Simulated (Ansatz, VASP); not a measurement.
# Al: VASP beside Ansatz

The input POSCAR:

```
Al
1.0
    4.5467300000      0.0000000000      0.0000000000
   -2.2733700000      3.9375800000      0.0000000000
    0.0000000000      0.0000000000      2.7539300000
Al
2
Direct
    0.3333300000      0.6666700000      0.5000000000
    0.6666700000      0.3333300000      0.5000000000
```

INCAR.step1

```
  PREC = Accurate
  ENCUT = 520
  EDIFF = 1E-5
  ISMEAR = -1
  SIGMA = 0.05
  LREAL = False
  LASPH = True
  NELM = 80
  ALGO = Normal
  ISIF = 2
  LWAVE = True
  GGA = PE
  NBANDS = 10
```

Contents of INCAR.step2:

```
  PREC = Accurate
  ENCUT = 520
  EDIFF = 1E-6
  ISMEAR = -1
  SIGMA = 0.05
  LREAL = False
  LASPH = True
  NELM = 80
  ALGO = Normal
  ISIF = 2
  LWAVE = False
  LCHARG = True
  GGA = PE
  LHFCALC = True
  HFSCREEN = 0.2079
  PRECFOCK = Normal
  LELF = True
  LVHAR = True
  ISTART = 1
  NBANDS = 10
```

The input KPOINTS:

```
regular mesh
0
Gamma
  4 4 5
```

input

```
crystal:
  lattice:
    - [4.54673, 0.0, 0.0]
    - [-2.27337, 3.93758, 0.0]
    - [0.0, 0.0, 2.75393]
  atoms:
    - { symbol: Al, position: [0.33333, 0.66667, 0.5] }
    - { symbol: Al, position: [0.66667, 0.33333, 0.5] }
hamiltonian:
  xc: hse06
  pseudopotentials: { kind: paw }
kpoints:
  mp_grid: { grid: [4, 4, 5] }
  band_path:
    path:
      - [[0.0, 0.0, 0.0], [0.5, 0.0, 0.0], [0.3333333333, 0.3333333333, 0.0], [0.0, 0.0, 0.0], [0.0, 0.0, 0.5], [0.5, 0.0, 0.5], [0.3333333333, 0.3333333333, 0.5], [0.0, 0.0, 0.5]]
      - [[0.5, 0.0, 0.5], [0.5, 0.0, 0.0]]
      - [[0.3333333333, 0.3333333333, 0.0], [0.3333333333, 0.3333333333, 0.5]]
    npoints: 4
scf:
  occupations: { method: fermi_dirac, width: 0.05 }
  n_extra_bands: 6
output:
  forces: true
  stress: true
  eigenvalues: true
  fatbands: false
```

Alike in both runs: functional HSE06; k mesh 4 × 4 × 5; occupations fermi-dirac, width 0.05 eV; no spin polarisation.

|  | VASP | Ansatz |
| --- | --- | --- |
| version | VASP 6.6.1 | Ansatz 0.2.0 |
| potentials or method | VASP PAW PBE potentials, release 64 (Al) | Ansatz PAW |
| plane-wave cutoff (eV) | 520 | 420 |
| valence electrons in the cell | 6 | 6 |
| task | single point | band structure |

VASP gave:

| Item | Value |
| --- | --- |
| gap on the k mesh at the Fermi level (eV) | none |
| pressure (GPa) | 0.2 |
| traceless stress, the component that is largest in VASP (GPa) | 2.23 |

Question: Estimate Ansatz's values.

Answer: gap on the k mesh at the Fermi level (eV): none; pressure (GPa): 0.3; traceless stress, the component that is largest in VASP (GPa): 2.16.

A gap of «none» marks a metal or a gap that the smearing closes. With one functional, cell and mesh, what is left measures potentials, basis and numerics.

The k mesh is coarse, so the values compare programs but aren't converged.
